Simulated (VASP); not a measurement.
# CdS (Pm-3m) in VASP: further runs

Runs on CdS. Level: r2SCAN+D3(BJ). Tasks: phonons.

All numbers are computed with VASP 6.6.1; they aren't measurements. Logs are shortened: lines on timing, memory, paths and dates and some standing lists are left out, and cuts for length are marked.

## 1. The cell of the first run

The structure is cubic, space group Pm-3m (No. 221). Conventional cell: a = 3.313 Å, b = 3.313 Å, c = 3.313 Å, α = 90.00°, β = 90.00°, γ = 90.00°. Cd (site symmetry m-3m) has 8 S at 2.87 Å and 6 Cd at 3.31 Å within 3.8 Å. S (site symmetry m-3m) has 8 Cd at 2.87 Å and 6 S at 3.31 Å within 3.8 Å.

## 2. Phonons, r2SCAN+D3(BJ)

Input file INCAR:

```
SYSTEM = CdS
PREC = Accurate ; ENCUT = 520
EDIFF = 1E-8 ; ISMEAR = -1
SIGMA = 0.15 ; LREAL = .False.
LASPH = .True. ; NELM = 60
ALGO = Normal ; ISIF = 2
LWAVE = .False. ; LCHARG = .True.
METAGGA = R2SCAN ; LMIXTAU = .True.
IVDW = 12 ; VDW_S6 = 1.0
VDW_S8 = 0.78981345 ; VDW_A1 = 0.49484001
VDW_A2 = 5.73083694 ; NBANDS = 16
IBRION = 6 ; NFREE = 2
POTIM = 0.015 ; NSW = 1
```

Input file KPOINTS:

```
Automatic mesh
0
Gamma
  12 12 12
  0 0 0
```

Input file POSCAR:

```
CdS
1.0
    3.3126000000      0.0000000000      0.0000000000
    0.0000000000      3.3126000000      0.0000000000
    0.0000000000      0.0000000000      3.3126000000
Cd S
1 1
Direct
    0.0000000000      0.0000000000      0.0000000000
    0.5000000000      0.5000000000      0.5000000000
```

Potentials or basis: VASP PAW PBE potentials, release 64 (Cd, S).

Run with:

```
$ cat potpaw_PBE.64/Cd/POTCAR potpaw_PBE.64/S/POTCAR > POTCAR
$ mpirun -np 1 vasp_std > vasp.out
```

OUTCAR:

```text
SYSTEM = CdS
   PREC = Accurate
   ENCUT = 520
   EDIFF = 1E-8
   ISMEAR = -1
   LREAL = .False.
   LASPH = .True.
   NELM = 60
   ISIF = 2
   METAGGA = R2SCAN
   IVDW = 12
   IBRION = 6
   NFREE = 2
   POTIM = 0.015
   NSW = 1
 IVDW          = 12

 ion  position               nearest neighbor table
   1  0.000  0.000  0.000-   2 2.87   2 2.87   2 2.87   2 2.87   2 2.87   2 2.87   2 2.87   2 2.87

   2  0.500  0.500  0.500-   1 2.87   1 2.87   1 2.87   1 2.87   1 2.87   1 2.87   1 2.87   1 2.87

  LATTYP: Found a simple cubic cell.
 ALAT       =     3.3126000000

  Lattice vectors:

 A1 = (   3.3126000000,   0.0000000000,   0.0000000000)
 A2 = (   0.0000000000,   3.3126000000,   0.0000000000)
 A3 = (   0.0000000000,   0.0000000000,   3.3126000000)

Analysis of symmetry for initial positions (statically):
=====================================================================
 Subroutine PRICEL returns:
 Original cell was already a primitive cell.

 Routine SETGRP: Setting up the symmetry group for a
 simple cubic supercell.

 Subroutine GETGRP returns: Found 48 space group operations
 (whereof 48 operations were pure point group operations)
 out of a pool of 48 trial point group operations.

The static configuration has the point symmetry O_h .

Analysis of symmetry for dynamics (positions and initial velocities):
=====================================================================
 Subroutine PRICEL returns:
 Original cell was already a primitive cell.

 Routine SETGRP: Setting up the symmetry group for a
 simple cubic supercell.

 Subroutine GETGRP returns: Found 48 space group operations
 (whereof 48 operations were pure point group operations)
 out of a pool of 48 trial point group operations.

The dynamic configuration has the point symmetry O_h .

 Subroutine INISYM returns: Found 48 space group operations
 (whereof 48 operations are pure point group operations),
 and found     1 'primitive' translations

----------------------------------------------------------------------------------------

                                     Primitive cell

  volume of cell :      36.3502

  direct lattice vectors                    reciprocal lattice vectors
     3.312600000  0.000000000  0.000000000     0.301877679  0.000000000  0.000000000
[... 123 lines left out ...]
   NGX = 13   NGY = 13   NGZ = 13

--------------------------------------- Ionic step        1  -------------------------------------------

 number of electron      18.0000002 magnetization

 Free energy of the ion-electron system (eV)
  ---------------------------------------------------
  ext. energy  EPLUGINS =         0.00000000
  ---------------------------------------------------
  free energy    TOTEN  =       -28.37527699 eV

  energy without entropy =      -28.31893203  energy(sigma->0) =      -28.34710451

------------------------ aborting loop because EDIFF is reached ----------------------------------------

 Edisp (eV)   -0.40234

 E8    (eV) :    -0.1264
[... 151 lines left out ...]
--------------------------------------- Ionic step        5  -------------------------------------------

 number of electron      18.0000003 magnetization

 Free energy of the ion-electron system (eV)
  ---------------------------------------------------
  ext. energy  EPLUGINS =         0.00000000
  ---------------------------------------------------
  free energy    TOTEN  =       -28.37521011 eV

  energy without entropy =      -28.31888171  energy(sigma->0) =      -28.34704591

 E-fermi :   4.6577     XC(G=0): -11.7035

 val. band max:        4.5904064341   @ k =   0.0000   0.5000   0.0000
 cond. band min:       4.6704159411   @ k =   0.0833   0.4167   0.4167
 fundamental gap:      0.0800095070
 Fermi energy:         4.6577076013

 k-point     1 :       0.0000    0.0000    0.0000
  band No.  band energies     occupation
      1      -9.9358      2.00000
      2      -4.7776      2.00000
      3      -4.7775      2.00000
      4      -4.0890      2.00000
      5      -4.0890      2.00000
      6      -4.0889      2.00000
[... 433 lines left out ...]
      3      -4.3106      2.00000
      4      -4.2388      2.00000
      5      -4.0934      2.00000
      6      -3.9960      2.00000
[... 8 lines left out ...]
     15      16.8988      0.00000
     16      20.3046      0.00000

 [... further k-points ...]

------------------------ aborting loop because EDIFF is reached ----------------------------------------

 Edisp (eV)   -0.40234

 E8    (eV) :    -0.1264
[... 25 lines left out ...]
  FREE ENERGIE OF THE ION-ELECTRON SYSTEM (eV)
  ---------------------------------------------------
  free  energy   TOTEN  =       -28.7775490212 eV

  energy  without entropy=      -28.7212206175  energy(sigma->0) =      -28.74938482

 INTERNAL STRAIN TENSORS FROM DISPLACED ATOMS
 ============================================

 INTERNAL STRAIN TENSOR FOR ION    1 for displacements in x,y,z  (eV/Angst):
          X           Y           Z          XY          YZ          ZX
  --------------------------------------------------------------------------------
  x     0.00000     0.00000     0.00000     0.00000     0.00000     0.00000
  y     0.00000     0.00000     0.00000     0.00000     0.00000     0.00000
  z     0.00000     0.00000     0.00000     0.00000     0.00000     0.00000

 INTERNAL STRAIN TENSOR FOR ION    2 for displacements in x,y,z  (eV/Angst):
          X           Y           Z          XY          YZ          ZX
  --------------------------------------------------------------------------------
  x     0.00000     0.00000     0.00000     0.00000     0.00000     0.00000
  y     0.00000     0.00000     0.00000     0.00000     0.00000     0.00000
  z     0.00000     0.00000     0.00000     0.00000     0.00000     0.00000

 Eigenvectors and eigenvalues of the dynamical matrix
 ----------------------------------------------------

   1 f  =    2.364504 THz    14.856616 2PiTHz   78.871358 cm-1     9.778798 meV
             X         Y         Z           dx          dy          dz
      0.000000  0.000000  0.000000    -0.000000   -0.000000   -0.471744
      1.656300  1.656300  1.656300     0.000000    0.000000    0.881736
[... 21 lines left out ...]
   6 f/i=    0.001697 THz     0.010662 2PiTHz    0.056602 cm-1     0.007018 meV
             X         Y         Z           dx          dy          dz
      0.000000  0.000000  0.000000    -0.000000   -0.000000   -0.881736
      1.656300  1.656300  1.656300     0.000000    0.000000   -0.471744

 ELASTIC MODULI CONTR FROM IONIC RELAXATION (kBar)
 Direction    XX          YY          ZZ          XY          YZ          ZX
 --------------------------------------------------------------------------------
 XX           0.0000      0.0000      0.0000      0.0000      0.0000      0.0000
 YY           0.0000      0.0000      0.0000      0.0000      0.0000      0.0000
 ZZ           0.0000      0.0000      0.0000      0.0000      0.0000      0.0000
 XY           0.0000      0.0000      0.0000      0.0000      0.0000      0.0000
 YZ           0.0000      0.0000      0.0000      0.0000      0.0000      0.0000
 ZX           0.0000      0.0000      0.0000      0.0000      0.0000      0.0000
 --------------------------------------------------------------------------------
```

stdout:

```text
POSCAR found type information on POSCAR CdS
 POSCAR found :  2 types and       2 ions
 scaLAPACK will be used
 -----------------------------------------------------------------------------
|                                                                             |
|                                                                             |
|     You enforced a specific xc type in the INCAR file but a different       |
|     I HOPE YOU KNOW WHAT YOU ARE DOING!                                     |
|                                                                             |
 -----------------------------------------------------------------------------

 LDA part: xc-table for (None), standard interpolation
 POSCAR, INCAR and KPOINTS ok, starting setup
 FFT: planning ... GRIDC
 FFT: planning ... GRID_SOFT
 FFT: planning ... GRID
 WAVECAR not read
 entering main loop
 Found     2 degrees of freedom:
 Finite differences POTIM= 0.01500 DOF=   2
 bond charge predicted
 Finite differences progress:
 bond charge predicted
 Finite differences progress:
 bond charge predicted
 Finite differences progress:
 bond charge predicted
 Finite differences progress:
```

Wall time 24 min (1 thread of Intel Xeon Platinum 8259CL at 2.50GHz (Skylake/Cascade Lake), shared host); peak memory 0.33 GiB.

What came out:

```yaml
Highest_phonon_frequency_at_Γ_LO-TO_splitting_left_out: 79 cm⁻¹
Dispersion_energy_per_atom: -0.201 eV
```

Phonon frequencies in cm⁻¹ (negative: imaginary):
| q point | frequencies |
| --- | --- |
| (0.000, 0.000, 0.000) | 0 0 0 79 79 79 |

Caveat: the cell stands under pressure or tension, which shifts response properties; the PAW data sets were made with another functional, which shifts forces and pressure a little.

## 3. Phonons, r2SCAN+D3(BJ)

This run uses another cell than the first one, of 19.13 Å³/atom.

Input file INCAR:

```
SYSTEM = CdS
ALGO = Normal
EDIFF = 1E-8
ENCUT = 520
IBRION = 6
ISIF = 2
ISMEAR = -1
IVDW = 12
LASPH = .TRUE.
LCHARG = .FALSE.
LMIXTAU = .TRUE.
LREAL = .FALSE.
LWAVE = .FALSE.
METAGGA = R2SCAN
NELM = 80
NFREE = 2
NSW = 1
POTIM = 0.015
PREC = Accurate
SIGMA = 0.15
VDW_A1 = 0.49484001
VDW_A2 = 5.73083694
VDW_S6 = 1.0
VDW_S8 = 0.78981345
```

Input file KPOINTS:

```
k-points
0
G
  12 12 12
  0 0 0
```

Input file POSCAR:

```
CdS
1.0
    3.3698000000      0.0000000000      0.0000000000
    0.0000000000      3.3698000000      0.0000000000
    0.0000000000      0.0000000000      3.3698000000
Cd S
1 1
Direct
    0.0000000000      0.0000000000      0.0000000000
    0.5000000000      0.5000000000      0.5000000000
```

Potentials or basis: VASP PAW PBE potentials, release 64 (Cd, S).

Run with:

```
$ cat potpaw_PBE.64/Cd/POTCAR potpaw_PBE.64/S/POTCAR > POTCAR
$ mpirun -np 1 vasp_std > vasp.out
```

OUTCAR:

```text
SYSTEM = CdS
   EDIFF = 1E-8
   ENCUT = 520
   IBRION = 6
   ISIF = 2
   ISMEAR = -1
   IVDW = 12
   LASPH = .TRUE.
   LREAL = .FALSE.
   METAGGA = R2SCAN
   NELM = 80
   NFREE = 2
   NSW = 1
   POTIM = 0.015
   PREC = Accurate
 IVDW          = 12

 ion  position               nearest neighbor table
   1  0.000  0.000  0.000-   2 2.92   2 2.92   2 2.92   2 2.92   2 2.92   2 2.92   2 2.92   2 2.92

   2  0.500  0.500  0.500-   1 2.92   1 2.92   1 2.92   1 2.92   1 2.92   1 2.92   1 2.92   1 2.92

  LATTYP: Found a simple cubic cell.
 ALAT       =     3.3698000000

  Lattice vectors:

 A1 = (   3.3698000000,   0.0000000000,   0.0000000000)
 A2 = (   0.0000000000,   3.3698000000,   0.0000000000)
 A3 = (   0.0000000000,   0.0000000000,   3.3698000000)

Analysis of symmetry for initial positions (statically):
=====================================================================
 Subroutine PRICEL returns:
 Original cell was already a primitive cell.

 Routine SETGRP: Setting up the symmetry group for a
 simple cubic supercell.

 Subroutine GETGRP returns: Found 48 space group operations
 (whereof 48 operations were pure point group operations)
 out of a pool of 48 trial point group operations.

The static configuration has the point symmetry O_h .

Analysis of symmetry for dynamics (positions and initial velocities):
=====================================================================
 Subroutine PRICEL returns:
 Original cell was already a primitive cell.

 Routine SETGRP: Setting up the symmetry group for a
 simple cubic supercell.

 Subroutine GETGRP returns: Found 48 space group operations
 (whereof 48 operations were pure point group operations)
 out of a pool of 48 trial point group operations.

The dynamic configuration has the point symmetry O_h .

 Subroutine INISYM returns: Found 48 space group operations
 (whereof 48 operations are pure point group operations),
[... 314 lines left out ...]

 E-fermi :   4.1302     XC(G=0): -11.4173

 val. band max:        4.0883326163   @ k =   0.5000   0.5000   0.2500
 cond. band min:       4.1618391542   @ k =   0.0833   0.4167   0.4167
 fundamental gap:      0.0735065378
 Fermi energy:         4.1301950842

 k-point     1 :       0.0000    0.0000    0.0000
  band No.  band energies     occupation
      1     -10.0757      2.00000
      2      -5.1744      2.00000
      3      -5.1743      2.00000
      4      -4.5686      2.00000
      5      -4.5686      2.00000
      6      -4.5685      2.00000
      7       2.7329      1.99982
      8       2.7329      1.99982
      9       2.7334      1.99982
     10       3.6224      1.93449
     11      11.1160      0.00000
     12      11.1172      0.00000
     13      16.8358      0.00000
[... 354 lines left out ...]
  band No.  band energies     occupation
      1      -8.6994      2.00000
      2      -4.9942      2.00000
      3      -4.7595      2.00000
      4      -4.6983      2.00000
      5      -4.5638      2.00000
      6      -4.4791      2.00000
      7      -0.9931      2.00000
      8       0.1963      2.00000
      9       4.0254      1.33587
     10       4.9920      0.00637
     11      10.7620      0.00000
     12      12.6786      0.00000
     13      13.8609      0.00000

 [... further k-points ...]

------------------------ aborting loop because EDIFF is reached ----------------------------------------

 Edisp (eV)   -0.38143

 E8    (eV) :    -0.1197
[... 25 lines left out ...]
  FREE ENERGIE OF THE ION-ELECTRON SYSTEM (eV)
  ---------------------------------------------------
  free  energy   TOTEN  =       -28.8048658491 eV

  energy  without entropy=      -28.7477295723  energy(sigma->0) =      -28.77629771

 INTERNAL STRAIN TENSORS FROM DISPLACED ATOMS
 ============================================

 INTERNAL STRAIN TENSOR FOR ION    1 for displacements in x,y,z  (eV/Angst):
          X           Y           Z          XY          YZ          ZX
  --------------------------------------------------------------------------------
  x     0.00000     0.00000     0.00000     0.00000     0.00000     0.00000
  y     0.00000     0.00000     0.00000     0.00000     0.00000     0.00000
  z     0.00000     0.00000     0.00000     0.00000     0.00000     0.00000

 INTERNAL STRAIN TENSOR FOR ION    2 for displacements in x,y,z  (eV/Angst):
          X           Y           Z          XY          YZ          ZX
  --------------------------------------------------------------------------------
  x     0.00000     0.00000     0.00000     0.00000     0.00000     0.00000
  y     0.00000     0.00000     0.00000     0.00000     0.00000     0.00000
  z     0.00000     0.00000     0.00000     0.00000     0.00000     0.00000

 Eigenvectors and eigenvalues of the dynamical matrix
 ----------------------------------------------------

   1 f  =    0.066838 THz     0.419956 2PiTHz    2.229476 cm-1     0.276420 meV
             X         Y         Z           dx          dy          dz
      0.000000  0.000000  0.000000    -0.663671   -0.289329   -0.431494
      1.684900  1.684900  1.684900    -0.423785   -0.184750   -0.275529
[... 21 lines left out ...]
   6 f/i=    0.858121 THz     5.391734 2PiTHz   28.623842 cm-1     3.548902 meV
             X         Y         Z           dx          dy          dz
      0.000000  0.000000  0.000000     0.512004   -0.062745   -0.153484
      1.684900  1.684900  1.684900    -0.801827    0.098263    0.240364

 ELASTIC MODULI CONTR FROM IONIC RELAXATION (kBar)
 Direction    XX          YY          ZZ          XY          YZ          ZX
 --------------------------------------------------------------------------------
 XX           0.0000      0.0000      0.0000      0.0000      0.0000      0.0000
 YY           0.0000      0.0000      0.0000      0.0000      0.0000      0.0000
 ZZ           0.0000      0.0000      0.0000      0.0000      0.0000      0.0000
 XY           0.0000      0.0000      0.0000      0.0000      0.0000      0.0000
 YZ           0.0000      0.0000      0.0000      0.0000      0.0000      0.0000
 ZX           0.0000      0.0000      0.0000      0.0000      0.0000      0.0000
 --------------------------------------------------------------------------------
```

stdout:

```text
POSCAR found type information on POSCAR CdS
 POSCAR found :  2 types and       2 ions
 scaLAPACK will be used
 -----------------------------------------------------------------------------
|                                                                             |
|                                                                             |
|     You enforced a specific xc type in the INCAR file but a different       |
|     I HOPE YOU KNOW WHAT YOU ARE DOING!                                     |
|                                                                             |
 -----------------------------------------------------------------------------

 LDA part: xc-table for (None), standard interpolation
 POSCAR, INCAR and KPOINTS ok, starting setup
 FFT: planning ... GRIDC
 FFT: planning ... GRID_SOFT
 FFT: planning ... GRID
 WAVECAR not read
 entering main loop
 Found     2 degrees of freedom:
 Finite differences POTIM= 0.01500 DOF=   2
 bond charge predicted
 Finite differences progress:
 bond charge predicted
 Finite differences progress:
 bond charge predicted
 Finite differences progress:
 bond charge predicted
 Finite differences progress:
```

It took 20 min on 1 thread of Intel Xeon Platinum 8259CL at 2.50GHz (Skylake/Cascade Lake), shared host; peak memory 0.33 GiB.

Results:

| Property | Result |
| --- | --- |
| Highest phonon frequency at Γ, LO-TO splitting left out | 2 cm⁻¹ |
| Most unstable mode | 29i cm⁻¹ |
| Dispersion energy per atom | -0.191 eV |

Phonon frequencies in cm⁻¹ (negative: imaginary):
```tsv
q point	frequencies
(0.000, 0.000, 0.000)	-29 -29 -29 2 2 2
```

Caveat: some modes are imaginary; the PAW data sets were made with another functional, which shifts forces and pressure a little.
